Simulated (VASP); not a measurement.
Runs of VASP 6.6.1 on GaN. The structure is that of space group P6_3/mmc (No. 194), or close to it. The cells are those of the table. 

```csv
level,cell,k mesh,gap on the mesh (eV),pressure (GPa)
r2SCAN,"a = 3.365, b = 3.365, c = 4.849 Å, angles 90.0, 90.0, 120.0°, 4 atoms",9 × 9 × 4,(c),-9.4
r2SCAN,"a = 3.333, b = 3.333, c = 4.803 Å, angles 90.0, 90.0, 120.0°, 4 atoms",9 × 9 × 4,1.62,-4.7
PBE,"a = 3.390, b = 3.390, c = 4.976 Å, angles 90.0, 90.0, 120.0°, 4 atoms",9 × 9 × 4,0.68,-8.7
PBE,"a = 3.292, b = 3.292, c = 4.831 Å, angles 90.0, 90.0, 120.0°, 4 atoms",9 × 9 × 4,1.41,5.7
PBE,"a = 3.257, b = 3.257, c = 4.781 Å, angles 90.0, 90.0, 120.0°, 4 atoms",9 × 9 × 4,1.69,(a)
r2SCAN,"a = 3.300, b = 3.300, c = 4.756 Å, angles 90.0, 90.0, 120.0°, 4 atoms",9 × 9 × 4,1.88,0.9
PBE,"a = 3.325, b = 3.325, c = 4.881 Å, angles 90.0, 90.0, 120.0°, 4 atoms",9 × 9 × 4,1.16,0.1
PBE,"a = 3.300, b = 3.300, c = 4.756 Å, angles 90.0, 90.0, 120.0°, 4 atoms",12 × 12 × 6,1.46,6.4
r2SCAN,"a = 3.233, b = 3.233, c = 4.659 Å, angles 90.0, 90.0, 120.0°, 4 atoms",9 × 9 × 4,2.44,15.3
PBE,"a = 3.358, b = 3.358, c = 4.929 Å, angles 90.0, 90.0, 120.0°, 4 atoms",9 × 9 × 4,(b),-4.7
r2SCAN,"a = 3.267, b = 3.267, c = 4.708 Å, angles 90.0, 90.0, 120.0°, 4 atoms",9 × 9 × 4,2.15,(d)
```

Alike in all rows: task single point; potentials or basis VASP PAW PBE potentials, release 64 (Ga_d, N); no spin polarisation; cutoff (eV) 520; smearing gaussian 0.01 eV.

Question: Estimate the missing entries.

Answer: (a) 12.3; (b) 0.91; (c) 1.37; (d) 7.5.

Caveats: the PAW data sets were made with another functional, which shifts forces and pressure a little (some runs).

A k mesh can miss the band edges, and the runs leave out spin-orbit coupling on Ga.
